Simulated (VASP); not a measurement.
Write the native input for VASP 6.6.1 that does the following.

```
Task                   : single point
Functional             : PBEsol
Potentials or basis    : VASP PAW PBE potentials, release 64 (Br, K_sv)
Cutoff                 : 520 eV
k mesh                 : 7 × 7 × 7
Occupations            : fermi-dirac, width 0.05 eV
Spin                   : collinear spin, ferromagnetic start
Starting moments       : [0.5, 0.0] μB
Dipole correction      : no
Further INCAR settings : ALGO = Normal; EDIFF = 1e-06; NBANDS = 19
```

The structure of KBr lies in POSCAR:

```
KBr
1.0
    0.0000000000      3.2553999381      3.2553999381
    3.2553999381      0.0000000000      3.2553999381
    3.2553999381      3.2553999381      0.0000000000
Br K
1 1
Direct
    0.5000000000      0.5000000000      0.5000000000
    0.0000000000      0.0000000000      0.0000000000
```

This cell differs from its parent crystal: volume scaled by 0.96.

The input as run:

INCAR

```
PREC = Accurate ; ENCUT = 520
EDIFF = 1E-6 ; ISMEAR = -1
SIGMA = 0.05 ; LREAL = F
LASPH = T ; NELM = 150
ALGO = Normal ; ISIF = 2
LWAVE = F ; LCHARG = F
ISPIN = 2 ; MAGMOM = 0.5 0
LORBIT = 11 ; GGA = PS
NBANDS = 19
```

KPOINTS

```
Automatic mesh
0
Gamma
  7 7 7
```

Potentials or basis: VASP PAW PBE potentials, release 64 (Br, K_sv).

Run with:

```bash
$ cat potpaw_PBE.64/Br/POTCAR potpaw_PBE.64/K_sv/POTCAR > POTCAR
$ mpirun -np 1 vasp_std > vasp.out
```

It gave:

| Quantity | Value |
| --- | --- |
| Pressure | 0.4 GPa |
| Band gap on the k mesh | 4.38 eV, direct |
| Net moment | 0.00 μB per cell |
| Valence electrons inside the program's atomic spheres | Br 4.88; K 7.55 |

Caveat: the PAW data sets were made with another functional, which shifts forces and pressure a little.

It took 38 s on 1 thread of AMD EPYC 9R45 96-Core Processor (Zen 5), with other jobs on the host, peak memory 0.22 GiB.
